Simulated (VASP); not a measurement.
# WSe2: single point with PBE+D3(BJ)

Crystal: WSe2.

```xyz
3
Lattice="3.1481 0.0000 0.0000 -1.5740 2.7263 0.0000 0.0000 0.0000 7.6004" Properties=species:S:1:pos:R:3 pbc="T T T"
W     0.0000    0.0000    0.0000
Se    0.0000    1.8175    1.8283
Se    0.0000    1.8175    5.7721
```

This cell differs from its parent crystal: c/a of the conventional cell at fixed volume 2.4143.

| Item | Value |
| --- | --- |
| Program | VASP 6.6.1 |
| Task | single point |
| Functional | PBE |
| Dispersion | D3(BJ) |
| Potentials or basis | VASP PAW PBE potentials, release 64 (W_sv, Se) |
| Cutoff | 520 eV |
| k mesh | 9 × 9 × 4 |
| Occupations | gaussian, width 0.05 eV |
| Spin | no spin polarisation |

* Pressure: -1.1 GPa
* Largest force: 1.317 eV/Å
* Band gap on the k mesh: 0.95 eV, indirect (least direct gap 1.56 eV)
* Dispersion energy per atom: -0.433 eV

Forces on the atoms (eV/Å):
```
W    0.000  0.000  0.000
Se   0.000  0.000 -1.317
Se   0.000  0.000  1.317
```

Stress tensor (GPa, compression positive):
```
  5.23   0.00   0.00
  0.00   5.23   0.00
  0.00   0.00 -13.62
```

Levels at points of the mesh, in eV from the valence-band top:
| k point | band 10 | band 11 | band 12 | band 13 | band 14 | band 15 | band 16 | band 17 |
| --- | --- | --- | --- | --- | --- | --- | --- | --- |
| (0.00, 0.00, 0.00) | -1.58 | -1.56 | -0.36 | -0.36 | 3.22 | 3.22 | 3.37 | 3.37 |
| (0.00, 0.00, 0.50) | -1.57 | -0.89 | -0.37 | -0.37 | 3.28 | 3.28 | 3.32 | 3.32 |

It took 27 s on 1 thread of Intel(R) Xeon(R) Platinum 8375C CPU @ 2.90GHz (Ice Lake), with other jobs on the host, peak memory 0.21 GiB.

Caveat: spin-orbit coupling is left out, which moves the levels of the heavy elements; forces of over 1 eV/Å act on the atoms, so gaps and moduli don't describe the material at rest. A k mesh can miss the band edges.
